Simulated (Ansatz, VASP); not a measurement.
# AlP: VASP beside Ansatz

Contents of POSCAR:

```
AlP
1.0
    0.0000000000      2.7666497787      2.7666497787
    2.7666497787      0.0000000000      2.7666497787
    2.7666497787      2.7666497787      0.0000000000
Al P
1 1
Direct
    0.0000000000      0.0000000000      0.0000000000
    0.2500000000      0.2500000000      0.2500000000
```

The input INCAR.step1:

```
  PREC = Accurate
  ENCUT = 550
  ISMEAR = 0
  SIGMA = 0.01
  LREAL = False
  LASPH = True
  NELM = 120
  NBANDS = 11
  GGA = PE
  ALGO = Normal
  EDIFF = 1E-5
  LWAVE = True
  LCHARG = False
  GGA_COMPAT = False
```

Contents of INCAR.step2:

```
  PREC = Accurate
  ENCUT = 550
  EDIFF = 1E-6
  ISMEAR = 0
  SIGMA = 0.01
  LREAL = False
  LASPH = True
  NELM = 120
  ALGO = Normal
  ISIF = 2
  LWAVE = False
  LCHARG = True
  METAGGA = R2SCAN
  LMIXTAU = True
  LELF = True
  LVHAR = True
  NBANDS = 11
  ISTART = 1
  GGA_COMPAT = False
```

Contents of KPOINTS:

```
Automatic mesh
0
Gamma
  8 8 8
```

Input for Ansatz:

```yaml
crystal:
  lattice:
    - [0.0, 2.7666497787, 2.7666497787]
    - [2.7666497787, 0.0, 2.7666497787]
    - [2.7666497787, 2.7666497787, 0.0]
  atoms:
    - { symbol: Al, position: [0.0, 0.0, 0.0] }
    - { symbol: P, position: [0.25, 0.25, 0.25] }
kpoints:
  mp_grid: { grid: [8, 8, 8] }
  band_path:
    path:
      - [0.0, 0.0, 0.0]
      - [-0.5, -0.5, 0.0]
      - [-0.375, -0.375, 0.25]
      - [-0.375, 0.0, 0.375]
      - [0.0, 0.0, 0.5]
      - [-0.5, -0.25, 0.25]
      - [0.0, 0.5, 0.5]
    npoints: 1
hamiltonian:
  xc: r2scan
scf:
  occupations: { method: fixed }
  n_extra_bands: 4
output:
  forces: true
  stress: true
  eigenvalues: true
  write_density: true
  write_potential: true
  elf: true
  volumetric_format: npy
```

Change from the starting cell: hydrostatic strain +1.0%.

Alike in both runs: task single point; functional r2SCAN; k mesh 8 × 8 × 8; no spin polarisation.

```csv
,VASP,Ansatz
version,VASP 6.6.1,Ansatz 0.2.0
potentials or method,"VASP PAW PBE potentials, release 64 (Al, P)","plane waves, PAW"
plane-wave cutoff (eV),550,500
occupations,"gaussian, width 0.01 eV",fixed
valence electrons in the cell,8,8
```

```tsv
	VASP	Ansatz	Ansatz less VASP
gap on the k mesh at the Fermi level (eV)	1.98	1.98	-0.002
pressure (GPa)	-2.8	-2.5	+0.28
```

VASP's potentials were made for PBE, not for r2SCAN.
